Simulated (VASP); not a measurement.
# LiCl (Fm-3m) in VASP: notebook

LiCl is run at these levels: PBE; tasks: electric field gradients.

All numbers are computed with VASP 6.6.1; they aren't measurements. Logs are shortened: lines on timing, memory, paths and dates and some standing lists are left out, and cuts for length are marked.

## Step 1: The cell of the first run

Symmetry: Fm-3m, No. 225, cubic system. The conventional cell has a = 5.084 Å, b = 5.084 Å, c = 5.084 Å, α = 90.00°, β = 90.00°, γ = 90.00°. Within 3.4 Å of Li (site symmetry m-3m) lie 6 Cl at 2.54 Å. Cl (site symmetry m-3m) has 6 Li at 2.54 Å within 3.4 Å.

## Step 2: Electric field gradients, PBE

INCAR reads:

```
PREC = Accurate
ENCUT = 520
EDIFF = 1E-8
ISMEAR = -1
SIGMA = 0.02
LREAL = F
LASPH = T
NELM = 80
ALGO = Normal
ISIF = 2
LWAVE = F
LCHARG = F
GGA = PE
LEFG = T
NBANDS = 12
```

KPOINTS reads:

```
regular mesh
0
Gamma
  9 9 9
```

POSCAR reads:

```
LiCl
1.0
    0.0000000000      2.5421223390      2.5421223390
    2.5421223390      0.0000000000      2.5421223390
    2.5421223390      2.5421223390      0.0000000000
Li Cl
1 1
Direct
    0.0000000000      0.0000000000      0.0000000000
    0.5000000000      0.5000000000      0.5000000000
```

Potentials or basis: VASP PAW PBE potentials, release 64 (Li_sv, Cl).

Launch:

```bash
$ cat potpaw_PBE.64/Li_sv/POTCAR potpaw_PBE.64/Cl/POTCAR > POTCAR
$ mpirun -np 1 vasp_std > vasp.out
```

OUTCAR:

```text
PREC = Accurate
   ENCUT = 520
   EDIFF = 1E-8
   ISMEAR = -1
   LREAL = F
   LASPH = T
   NELM = 80
   ISIF = 2
   GGA = PE

 ion  position               nearest neighbor table
   1  0.000  0.000  0.000-   2 2.54   2 2.54   2 2.54   2 2.54   2 2.54   2 2.54
   2  0.500  0.500  0.500-   1 2.54   1 2.54   1 2.54   1 2.54   1 2.54   1 2.54

  LATTYP: Found a face centered cubic cell.
 ALAT       =     5.0842446780

  Lattice vectors:

 A1 = (   0.0000000000,   2.5421223390,   2.5421223390)
 A2 = (   2.5421223390,   0.0000000000,   2.5421223390)
 A3 = (   2.5421223390,   2.5421223390,   0.0000000000)

Analysis of symmetry for initial positions (statically):
=====================================================================
 Subroutine PRICEL returns:
 Original cell was already a primitive cell.

 Routine SETGRP: Setting up the symmetry group for a
 face centered cubic supercell.

 Subroutine GETGRP returns: Found 48 space group operations
 (whereof 48 operations were pure point group operations)
 out of a pool of 48 trial point group operations.

The static configuration has the point symmetry O_h .

Analysis of symmetry for dynamics (positions and initial velocities):
=====================================================================
 Subroutine PRICEL returns:
 Original cell was already a primitive cell.

 Routine SETGRP: Setting up the symmetry group for a
 face centered cubic supercell.

 Subroutine GETGRP returns: Found 48 space group operations
 (whereof 48 operations were pure point group operations)
 out of a pool of 48 trial point group operations.

The dynamic configuration has the point symmetry O_h .

 Subroutine INISYM returns: Found 48 space group operations
 (whereof 48 operations are pure point group operations),
 and found     1 'primitive' translations

----------------------------------------------------------------------------------------

                                     Primitive cell

  volume of cell :      32.8564

  direct lattice vectors                    reciprocal lattice vectors
     0.000000000  2.542122339  2.542122339    -0.196686049  0.196686049  0.196686049
     2.542122339  0.000000000  2.542122339     0.196686049 -0.196686049  0.196686049
     2.542122339  2.542122339  0.000000000     0.196686049  0.196686049 -0.196686049

  length of vectors
     3.595103889  3.595103889  3.595103889     0.340670231  0.340670231  0.340670231

  position of ions in fractional coordinates (direct lattice)
     0.000000000  0.000000000  0.000000000
     0.500000000  0.500000000  0.500000000

  ion indices of the primitive-cell ions
   primitive index   ion index
                 1           1
                 2           2

----------------------------------------------------------------------------------------

 KPOINTS: regular mesh

Automatic generation of k-mesh.
 Grid dimensions read from file:
 generate k-points for:    9    9    9

 Generating k-lattice:

  Cartesian coordinates                     Fractional coordinates (reciprocal lattice)
    -0.021854005  0.021854005  0.021854005     0.111111111  0.000000000  0.000000000
     0.021854005 -0.021854005  0.021854005     0.000000000  0.111111111  0.000000000
     0.021854005  0.021854005 -0.021854005     0.000000000  0.000000000  0.111111111

  Length of vectors
     0.037852248  0.037852248  0.037852248

  Shift w.r.t. Gamma in fractional coordinates (k-lattice)
     0.000000000  0.000000000  0.000000000

 Subroutine IBZKPT returns following result:
 ===========================================

 Found     35 irreducible k-points:

 Following reciprocal coordinates:
            Coordinates               Weight
  0.000000  0.000000  0.000000      1.000000
  0.111111  0.000000  0.000000      8.000000
  0.222222  0.000000  0.000000      8.000000
  0.333333  0.000000  0.000000      8.000000
  0.444444  0.000000  0.000000      8.000000
  0.111111  0.111111  0.000000      6.000000
[... 16 lines left out ...]
 -0.333333  0.333333  0.000000     12.000000
  0.444444  0.444444  0.000000      6.000000
 [... further k-points ...]
   k-points           NKPTS =     35   k-points in BZ     NKDIM =     35   number of bands    NBANDS=     12
   number of dos      NEDOS =    301   number of ions     NIONS =      2
   total plane-waves  NPLWV =  21952
   dimension x,y,z NGX =    28 NGY =   28 NGZ =   28
   dimension x,y,z NGXF=    56 NGYF=   56 NGZF=   56
   ions per type =               1   1
   NGX,Y,Z   is equivalent  to a cutoff of  12.95, 12.95, 12.95 a.u.
   NGXF,Y,Z  is equivalent  to a cutoff of  25.90, 25.90, 25.90 a.u.
 SYSTEM =  unknown system
   PREC   = accura    normal or accurate (medium, high low for compatibility)
   ISTART =      0    job   : 0-new  1-cont  2-samecut
   ICHARG =      2    charge: 1-file 2-atom 10-const
   ISPIN  =      1    spin polarized calculation?
   LNONCOLLINEAR =      F non collinear calculations
   LSORBIT =      F    spin-orbit coupling
   LASPH  =      T    aspherical Exc in radial PAW
   ENCUT  =  520.0 eV  38.22 Ry    6.18 a.u.   6.68  6.68  6.68*2*pi/ulx,y,z
   NELM   =     80;   NELMIN=  2; NELMDL= -5     # of ELM steps
   EDIFF  = 0.1E-07   stopping-criterion for ELM
   LREAL  =      F    real-space projection
   EDIFFG = 0.1E-06   stopping-criterion for IOM
   NSW    =      0    number of steps for IOM
   IBRION =     -1    ionic relax: 0-MD 1-quasi-New 2-CG
   NFREE  =      0    steps in history (QN), initial steepest desc. (CG)
   ISIF   =      2    stress and relaxation
   ISYM   =      2    0-nonsym 1-usesym 2-fastsym
   POTIM  = 0.5000    time-step for ionic-motion
   TEBEG  =    0.0;   TEEND  =   0.0 temperature during run
   PSTRESS=    0.0 pullay stress
   NELECT =      10.0000    total number of electrons
   NUPDOWN=      -1.0000    fix difference up-down
   EMIN   =  10.00;   EMAX   =-10.00  energy-range for DOS
   EFERMI =   0.00;   METHOD = LEGACY
   ISMEAR =    -1;   SIGMA  =   0.02  broadening in eV -4-tet -1-fermi 0-gaus
   EFERMI_NEDOS =   21; number of points for ismear=-14 and -15
   IALGO  =     38    algorithm
   IMIX   =      4    mixing-type and parameters
     AMIX     =   0.40;   BMIX     =  1.00
     AMIX_MAG =   1.60;   BMIX_MAG =  1.00
  volume/ion in A,a.u.               =      16.43       110.86
  Fermi-wavevector in a.u.,A,eV,Ry     =   1.101206  2.080977 16.499154  1.212654
  Thomas-Fermi vector in A             =   2.237629
   LORBIT       =      0    0 simple, 1 ext, 2 COOP (PROOUT), +10 PAW based schemes
   GGA     = PE    functional components
   LHFCALC =     F    Hartree Fock is set to
   AEXX    =    0.0000 exact exchange contribution
   IVDW    =     0    specifies the selected vdW correction
   LEPSILON=     F    determine dielectric tensor
   LRPA    =     F    only Hartree local field effects (RPA)
 non-spin polarized calculation
  energy-cutoff  :      520.00
  volume of cell :       32.86
 maximum number of plane-waves:       903
   NGX = 13   NGY = 13   NGZ = 13

 number of electron      10.0000000 magnetization

 number of electron       9.9999999 magnetization

 Free energy of the ion-electron system (eV)
  ---------------------------------------------------
  ext. energy  EPLUGINS =         0.00000000
  ---------------------------------------------------
  free energy    TOTEN  =        -7.38111098 eV

  energy without entropy =       -7.38111098  energy(sigma->0) =       -7.38111098

 E-fermi :   1.2022     XC(G=0):  -8.8462

 val. band max:        0.7825204301   @ k =   0.0000   0.0000   0.0000
 cond. band min:       7.2789645002   @ k =   0.0000   0.0000   0.0000
 fundamental gap:      6.4964440701
 Fermi energy:         1.2022252592

 k-point     1 :       0.0000    0.0000    0.0000
  band No.  band energies     occupation
      1     -42.6948      2.00000
      2     -12.7094      2.00000
      3       0.7825      2.00000
      4       0.7825      2.00000
      5       0.7825      2.00000
      6       7.2790      0.00000
      7      12.7423      0.00000
      8      12.7423      0.00000
      9      12.7423      0.00000
     10      15.4723      0.00000
     11      15.4831      0.00000
     12      15.4833      0.00000
[... 331 lines left out ...]
 k-point    24 :       0.4444    0.4444    0.0000
  band No.  band energies     occupation
      1     -42.6909      2.00000
      2     -11.8726      2.00000
      3      -2.1450      2.00000
      4      -0.3379      2.00000
      5      -0.3379      2.00000
      6       8.7863      0.00000
      7       9.0996      0.00000
      8      13.1662      0.00000
      9      14.9445      0.00000
     10      14.9446      0.00000
     11      17.8095      0.00000
     12      19.6776      0.00000

 [... further k-points ...]
[... 5 lines left out ...]
  --------------------------------------------------------------------------------------
  -------------------------------------------------------------------------------------
  Total        0.2506982      0.2506982      0.2506982      0.0000000      0.0000000     -0.0000000
  in kB       12.2248191     12.2248191     12.2248191      0.0000000      0.0000000     -0.0000000
  external PRESSURE =      12.2248191 kB  Pullay stress =       0.0000000 kB

 VOLUME and BASIS-vectors are now :
 -----------------------------------------------------------------------------
  energy-cutoff  :      520.00
  volume of cell :       32.86
      direct lattice vectors                 reciprocal lattice vectors
     0.000000000  2.542122339  2.542122339    -0.196686049  0.196686049  0.196686049
     2.542122339  0.000000000  2.542122339     0.196686049 -0.196686049  0.196686049
     2.542122339  2.542122339  0.000000000     0.196686049  0.196686049 -0.196686049

 POSITION                                       TOTAL-FORCE (eV/Angst)
 -----------------------------------------------------------------------------------
      0.00000      0.00000      0.00000        -0.000000     -0.000000     -0.000000
      2.54212      2.54212      2.54212         0.000000      0.000000      0.000000
 -----------------------------------------------------------------------------------
    total drift:                                0.000000      0.000000      0.000000

  FREE ENERGIE OF THE ION-ELECTRON SYSTEM (eV)
  ---------------------------------------------------
  free  energy   TOTEN  =        -7.3811109774 eV

  energy  without entropy=       -7.3811109774  energy(sigma->0) =       -7.38111098

 Electric field gradients (V/A^2)
---------------------------------------------------------------------
 ion       V_xx      V_yy      V_zz      V_xy      V_xz      V_yz
---------------------------------------------------------------------
   1      -0.000    -0.000    -0.000     0.000     0.000     0.000
   2       0.000    -0.000     0.000    -0.001    -0.001    -0.001
---------------------------------------------------------------------

 Electric field gradients after diagonalization (V/A^2)
 (convention: |V_zz| > |V_xx| > |V_yy|)
----------------------------------------------------------------------
 ion       V_xx      V_yy      V_zz     asymmetry (V_yy - V_xx)/ V_zz
----------------------------------------------------------------------
   1      -0.000    -0.000     0.000       0.000
   2       0.001     0.001    -0.001       0.000
----------------------------------------------------------------------

           NMR quadrupolar parameters

 Cq : quadrupolar parameter    Cq=e*Q*V_zz/h
 eta: asymmetry parameters     (V_yy - V_xx)/ V_zz
 Q  : nuclear electric quadrupole moment in mb (millibarn)
----------------------------------------------------------------------
 ion       Cq(MHz)       eta       Q (mb)
----------------------------------------------------------------------
   1       0.000       0.000       1.000
   2      -0.000       0.000       1.000
----------------------------------------------------------------------
```

Wall time 31 s (1 thread of Intel Xeon 8259CL, shared host); peak memory 0.15 GiB.

What came out:

```yaml
Free_energy: -7.3811 eV
Band_gap_on_the_k_mesh: 6.50 eV, direct
```

Caveat: the cutoff is under 1.25 times the usual one of these potentials, so pressure, stress and relaxed cells hold a basis-set (Pulay) error; without QUAD_EFG the Cq values of the log hold for a quadrupole moment of 1 mb, not for the nuclei. A k mesh can miss the band edges.

## Step 3: Electric field gradients, PBE

This run uses another cell than the first one: it holds 16 atoms, not 2.

INCAR reads:

```
PREC = Accurate
ENCUT = 520
EDIFF = 1E-8
ISMEAR = 0
SIGMA = 0.01
LREAL = Auto
LASPH = True
NELM = 60
ALGO = Normal
ISIF = 2
LWAVE = False
LCHARG = False
GGA = PE
LEFG = True
NBANDS = 54
```

KPOINTS reads:

```
regular mesh
0
Gamma
  3 3 3
```

POSCAR reads:

```
LiCl
1.0
    0.0000000000      5.0842446780      5.0842446780
    5.0842446780      0.0000000000      5.0842446780
    5.0842446780      5.0842446780      0.0000000000
Li Cl
8 8
Direct
    0.0000000000      0.0000000000      0.0000000000
    0.0000000000      0.0000000000      0.5000000000
    0.0000000000      0.5000000000      0.0000000000
    0.0000000000      0.5000000000      0.5000000000
    0.5000000000      0.0000000000      0.0000000000
    0.5000000000      0.0000000000      0.5000000000
    0.5000000000      0.5000000000      0.0000000000
    0.5000000000      0.5000000000      0.5000000000
    0.2500000000      0.2500000000      0.2500000000
    0.2500000000      0.2500000000      0.7500000000
    0.2500000000      0.7500000000      0.2500000000
    0.2500000000      0.7500000000      0.7500000000
    0.7500000000      0.2500000000      0.2500000000
    0.7500000000      0.2500000000      0.7500000000
    0.7500000000      0.7500000000      0.2500000000
    0.7500000000      0.7500000000      0.7500000000
```

Potentials or basis: VASP PAW PBE potentials, release 64 (Li_sv, Cl).

Launch:

```bash
$ cat potpaw_PBE.64/Li_sv/POTCAR potpaw_PBE.64/Cl/POTCAR > POTCAR
$ mpirun -np 1 vasp_std > vasp.out
```

OUTCAR:

```text
PREC = Accurate
   ENCUT = 520
   EDIFF = 1E-8
   ISMEAR = 0
   LREAL = Auto
   LASPH = True
   NELM = 60
   ISIF = 2
   GGA = PE

 ion  position               nearest neighbor table
   1  0.000  0.000  0.000-  10 2.54  11 2.54  12 2.54  13 2.54  14 2.54  15 2.54
   2  0.000  0.000  0.500-   9 2.54  11 2.54  12 2.54  13 2.54  14 2.54  16 2.54
   3  0.000  0.500  0.000-   9 2.54  10 2.54  12 2.54  13 2.54  15 2.54  16 2.54
   4  0.000  0.500  0.500-   9 2.54  10 2.54  11 2.54  14 2.54  15 2.54  16 2.54
   5  0.500  0.000  0.000-   9 2.54  10 2.54  11 2.54  14 2.54  15 2.54  16 2.54
   6  0.500  0.000  0.500-   9 2.54  10 2.54  12 2.54  13 2.54  15 2.54  16 2.54
[... 8 lines left out ...]
  15  0.750  0.750  0.250-   1 2.54   3 2.54   4 2.54   5 2.54   6 2.54   8 2.54
  16  0.750  0.750  0.750-   2 2.54   3 2.54   4 2.54   5 2.54   6 2.54   7 2.54
[... 479 lines left out ...]

 Electric field gradients after diagonalization (V/A^2)
 (convention: |V_zz| > |V_xx| > |V_yy|)
----------------------------------------------------------------------
 ion       V_xx      V_yy      V_zz     asymmetry (V_yy - V_xx)/ V_zz
----------------------------------------------------------------------
   1      -0.006    -0.006     0.012       0.000
   2      -0.006    -0.006     0.012       0.000
   3      -0.006    -0.006     0.012       0.000
   4      -0.006    -0.006     0.012       0.000
   5      -0.006    -0.006     0.012       0.000
   6      -0.006    -0.006     0.012       0.000
[... 8 lines left out ...]
  15      -0.000    -0.000     0.000       0.000
  16      -0.000    -0.000     0.000       0.000
----------------------------------------------------------------------

           NMR quadrupolar parameters

 Cq : quadrupolar parameter    Cq=e*Q*V_zz/h
 eta: asymmetry parameters     (V_yy - V_xx)/ V_zz
 Q  : nuclear electric quadrupole moment in mb (millibarn)
----------------------------------------------------------------------
 ion       Cq(MHz)       eta       Q (mb)
----------------------------------------------------------------------
   1       0.000       0.000       1.000
   2       0.000       0.000       1.000
   3       0.000       0.000       1.000
   4       0.000       0.000       1.000
   5       0.000       0.000       1.000
   6       0.000       0.000       1.000
[... 8 lines left out ...]
  15       0.000       0.000       1.000
  16       0.000       0.000       1.000
----------------------------------------------------------------------
```

OSZICAR:

```text
N       E                     dE             d eps       ncg     rms          rms(c)
DAV:   1     0.690225673729E+03    0.69023E+03   -0.34083E+04   432   0.148E+03
DAV:   2     0.235777585107E+02   -0.66665E+03   -0.62442E+03   544   0.348E+02
DAV:   3    -0.518381696759E+02   -0.75416E+02   -0.75055E+02   590   0.110E+02
DAV:   4    -0.586942759269E+02   -0.68561E+01   -0.68189E+01   768   0.324E+01
DAV:   5    -0.595382228575E+02   -0.84395E+00   -0.84362E+00   640   0.703E+00    0.686E+00
DAV:   6    -0.589942908785E+02    0.54393E+00   -0.13352E+00   536   0.386E+00    0.516E+00
DAV:   7    -0.590144656713E+02   -0.20175E-01   -0.62353E-01   704   0.225E+00    0.257E+00
DAV:   8    -0.590444795950E+02   -0.30014E-01   -0.82114E-02   604   0.103E+00    0.219E-01
DAV:   9    -0.590456614507E+02   -0.11819E-02   -0.54461E-03   608   0.255E-01    0.121E-01
DAV:  10    -0.590466778988E+02   -0.10164E-02   -0.16432E-03   604   0.169E-01    0.284E-02
DAV:  11    -0.590467007102E+02   -0.22811E-04   -0.66668E-05   682   0.311E-02    0.395E-03
DAV:  12    -0.590467019166E+02   -0.12063E-05   -0.39213E-06   578   0.830E-03    0.169E-03
DAV:  13    -0.590467035767E+02   -0.16601E-05   -0.53321E-07   586   0.270E-03    0.772E-04
DAV:  14    -0.590467035689E+02    0.77944E-08   -0.32068E-08   472   0.838E-04
   1 F= -.59046704E+02 E0= -.59046704E+02  d E =-.858727E-46
```

stdout:

```text
POSCAR found type information on POSCAR LiCl
 POSCAR found :  2 types and      16 ions
 scaLAPACK will be used
 LDA part: xc-table for (Slater+PW92), standard interpolation
 POSCAR, INCAR and KPOINTS ok, starting setup
 FFT: planning ... GRIDC
 FFT: planning ... GRID_SOFT
 FFT: planning ... GRID
 WAVECAR not read
 entering main loop
ion   1

ion   2

ion   3

ion   4

ion   5

ion   6

ion   7

ion   8

ion   9

ion  10

ion  11

ion  12

ion  13

ion  14

ion  15

ion  16
```

It took 3.9 min on 1 thread of Intel Xeon 8259CL, shared host; peak memory 0.38 GiB.

What came out:

* Free energy: -59.0467 eV
* Band gap on the k mesh: 6.50 eV

Caveat: the cutoff is under 1.25 times the usual one of these potentials, so pressure, stress and relaxed cells hold a basis-set (Pulay) error; without QUAD_EFG the Cq values of the log hold for a quadrupole moment of 1 mb, not for the nuclei.
